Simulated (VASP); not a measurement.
Wanted: the native input for a VASP 6.6.1 run.

```yaml
Task: single point
Functional: LDA
Potentials_or_basis: VASP PAW LDA potentials, release 64 (Pt)
Cutoff: 520 eV
k_mesh: 12 × 12 × 12
Occupations: fermi-dirac, width 0.05 eV
Spin: no spin polarisation
Dipole_correction: no
Further_INCAR_settings: ALGO = Normal; EDIFF = 1e-06; NBANDS = 11
```

The structure of Pt lies in POSCAR:

```
Pt
1.0
   -1.6050673907      1.6050673907      1.6050673907
    1.6050673907     -1.6050673907      1.6050673907
    1.6050673907      1.6050673907     -1.6050673907
Pt
1
Direct
    0.0000000000      0.0000000000      0.0000000000
```

This cell differs from its parent crystal: volume scaled by 1.04.

The input as run:

INCAR

```
PREC = Accurate
ENCUT = 520
EDIFF = 1E-6
ISMEAR = -1
SIGMA = 0.05
LREAL = False
LASPH = True
NELM = 80
ALGO = Normal
ISIF = 2
LWAVE = False
LCHARG = True
LELF = True
LVHAR = True
NBANDS = 11
```

KPOINTS

```
Automatic mesh
0
Gamma
  12 12 12
```

Potentials or basis: VASP PAW LDA potentials, release 64 (Pt).

The run is started by

```console
$ cat potpaw_LDA.64/Pt/POTCAR > POTCAR
$ mpirun -np 1 vasp_std > vasp.out
```

It gave:

The pressure is -22.9 GPa and the band gap on the k mesh is zero (band 5 reaches 10.16 eV, above the bottom of band 6 at 8.21 eV).

Caveat: spin-orbit coupling is left out, which moves the levels of the heavy elements.

It took 7.7 s on 1 thread of AMD EPYC 9R45 96-Core Processor (Zen 5), on a shared host, peak memory 0.11 GiB.
